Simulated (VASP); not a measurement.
SnO2: single point with LDA

The system is SnO2.

```
Sn O
1.0
     4.72013    0.00000    0.00000
     0.00000    4.72063    0.00000
     0.00000    0.00000    3.18882
Sn O
2 4
Cartesian
  2.3498 2.3485 1.5944
  0.0103 -0.0118 0.0000
  1.5967 1.2990 0.0000
  4.0324 1.1491 1.5944
  0.7633 3.6593 1.5944
  3.0477 3.5095 0.0000
```

This cell differs from its parent crystal: atoms displaced along several vibrational modes.

```json
{
 "Program": "VASP 6.6.1",
 "Task": "single point",
 "Functional": "LDA",
 "Potentials or basis": "VASP PAW LDA potentials, release 64 (Sn_d, O)",
 "Cutoff": "520 eV",
 "k mesh": "6 × 6 × 8",
 "Occupations": "gaussian, width 0.05 eV",
 "Spin": "no spin polarisation",
 "Dipole correction": "no",
 "Further INCAR settings": "ALGO = Normal; EDIFF = 1e-07; NBANDS = 35"
}
```

The pressure is -2.2 GPa, the largest force is 0.595 eV/Å and the band gap on the k mesh is 1.47 eV (least direct gap 1.57 eV).

Forces on the atoms (eV/Å):
```
Sn   0.353  0.311  0.000
Sn  -0.354  0.311  0.000
O    0.080  0.184  0.000
O   -0.329 -0.495  0.000
O   -0.080  0.184  0.000
O    0.329 -0.495  0.000
```

Stress tensor (GPa, compression positive):
```
-0.98  0.00  0.00
 0.00 -3.64  0.00
 0.00  0.00 -1.84
```

Levels at points of the mesh, in eV from the valence-band top:
```csv
k point,band 23,band 24,band 25,band 26,band 27,band 28,band 29,band 30
"(0.00, 0.00, 0.00)",-0.79,-0.47,-0.26,-0.10,1.47,5.83,6.52,6.55
"(0.50, 0.00, 0.00)",-1.01,-0.79,-0.49,-0.44,4.61,4.65,7.65,7.75
"(0.00, 0.50, 0.00)",-0.90,-0.90,-0.06,-0.06,4.14,4.14,6.46,6.46
"(0.50, 0.50, 0.00)",-1.06,-1.06,-0.47,-0.47,4.92,4.92,7.35,7.35
"(0.00, 0.00, 0.50)",-1.48,-1.48,-0.68,-0.68,6.00,6.00,9.50,9.50
"(0.50, 0.00, 0.50)",-1.00,-1.00,-0.27,-0.27,6.10,6.10,7.65,7.65
"(0.00, 0.50, 0.50)",-0.78,-0.78,-0.57,-0.57,6.36,6.36,8.24,8.24
"(0.50, 0.50, 0.50)",-0.78,-0.78,-0.37,-0.37,4.81,4.81,8.92,8.92
```

It took 2.6 min on 1 thread of Intel Xeon 6975P-C, with other jobs on the host, peak memory 0.29 GiB.

Caveat: the cell differs from its parent crystal (atoms displaced along several vibrational modes); spin-orbit coupling is left out, which moves the levels of the heavy elements. A k mesh can miss the band edges.
